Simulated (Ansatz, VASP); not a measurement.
# S in VASP and in Ansatz

File INCAR:

```
  PREC = Accurate
  ENCUT = 600
  EDIFF = 1E-6
  ISMEAR = 0
  SIGMA = 0.1
  LREAL = False
  LASPH = True
  NELM = 60
  ALGO = Normal
  ISIF = 3
  LWAVE = False
  LCHARG = False
  GGA = PE
  IBRION = 2
  NSW = 90
  EDIFFG = -0.04
```

KPOINTS

```
Automatic mesh
0
Gamma
  6 6 4
```

The input POSCAR:

```
S
1.0
    2.6789616700      0.0000000000      0.0000000000
    0.0000000000      2.9497501400      0.0000000000
    0.0000000000      0.0000000000      3.7679419100
S
1
Direct
    0.5000000000      0.0000000000      0.0000000000
```

Input for Ansatz:

```yaml
crystal:
  lattice:
    - [2.67896167, 0.0, 0.0]
    - [0.0, 2.94975014, 0.0]
    - [0.0, 0.0, 3.76794191]
  atoms:
    - { symbol: S, position: [0.5, 0.0, 0.0] }
basis:
  ecutwfc: 420
kpoints:
  mp_grid: { grid: [6, 6, 4] }
hamiltonian:
  xc: pbe
scf:
  occupations: { method: gaussian, width: 0.1 }
  lower_state_search: "off"
output:
  forces: true
  stress: true
  eigenvalues: true
relax:
  adjacent_minimum: "off"
  f_tol: 0.04
  max_steps: 70
  cell: { stress_tol: 0.4 }
```

Alike in both runs: task relaxation of cell and atoms; functional PBE; k mesh 6 × 6 × 4; occupations gaussian, width 0.1 eV; no spin polarisation.

```csv
,VASP,Ansatz
version,VASP 6.6.1,Ansatz 0.2.0
potentials or method,"VASP PAW PBE potentials, release 64 (S), cutoff 600 eV","scalar-relativistic, plane waves, PAW"
valence electrons in the cell,6,6
```

Ansatz gave:

| Item | Value |
| --- | --- |
| gap on the k mesh at the Fermi level, each at its own relaxed structure (eV) | none |
| relaxed volume (Å³/atom) | 21.79 |
| relaxed cell length with the largest relative difference (Å) | 3.783 |

Task: Which values does VASP return?

Result: gap on the k mesh at the Fermi level, each at its own relaxed structure (eV): none; relaxed volume (Å³/atom): 21.53; relaxed cell length with the largest relative difference (Å): 3.744.

A gap of «none» marks a metal or a gap that the smearing closes.

The k mesh is coarse, so the values compare programs but aren't converged. Noted on VASP's run: the volume moved by over 15 % at a fixed basis, so the end points are rough.
